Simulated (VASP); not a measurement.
A run of VASP 6.6.1 is set up as follows.

The input POSCAR:

```
BN
1.0
    2.5439499996      0.0000000000      0.0000000000
   -1.2719749998      2.2031253256      0.0000000000
    0.0000000000      0.0000000000      4.0815808813
B N
2 2
Direct
    0.3333333333      0.6666666667     -0.0000904068
    0.6666666667      0.3333333333      0.4999095932
    0.3333333333      0.6666666667      0.3750904068
    0.6666666667      0.3333333333      0.8750904068
```

INCAR.step1

```
SYSTEM = BN
PREC = Accurate
ENCUT = 520
ISMEAR = 0
SIGMA = 0.01
LREAL = .False.
LASPH = .True.
NELM = 80
NBANDS = 16
GGA = PE
ALGO = Normal
EDIFF = 1E-4
LWAVE = .True.
LCHARG = .False.
```

Contents of INCAR.step2:

```
SYSTEM = BN
PREC = Accurate
ENCUT = 520
EDIFF = 1E-7
ISMEAR = 0
SIGMA = 0.01
LREAL = .False.
LASPH = .True.
NELM = 80
ALGO = Normal
ISIF = 2
LWAVE = .False.
LCHARG = .False.
METAGGA = R2SCAN
LMIXTAU = .True.
NBANDS = 16
ISTART = 1
```

The input KPOINTS:

```
regular mesh
0
Gamma
  12 12 6
  0 0 0
```

Potentials or basis: VASP PAW PBE potentials, release 64 (B, N).

Run with:

```console
$ cat potpaw_PBE.64/B/POTCAR potpaw_PBE.64/N/POTCAR > POTCAR
$ cp INCAR.step1 INCAR
$ mpirun -np 1 vasp_std > vasp.out
$ cp INCAR.step2 INCAR
$ mpirun -np 1 vasp_std > vasp.out
```

Problem. What does it give for the pressure?

Solution. 14.5 GPa.

Problem. Estimate the band gap on the k mesh.

Solution. 5.83 eV (least direct gap 8.92 eV).

Problem. Predict the largest force.

Solution. 0.005 eV/Å.

Stress tensor (GPa, compression positive):
```
 3.24  0.00  0.00
 0.00  3.24  0.00
 0.00  0.00 36.88
```

Caveat: the cell differs from its parent crystal (uniaxial z strain -3.0%); the cell stands under pressure; the PAW data sets were made with another functional, which shifts forces and pressure a little. A k mesh can miss the band edges.
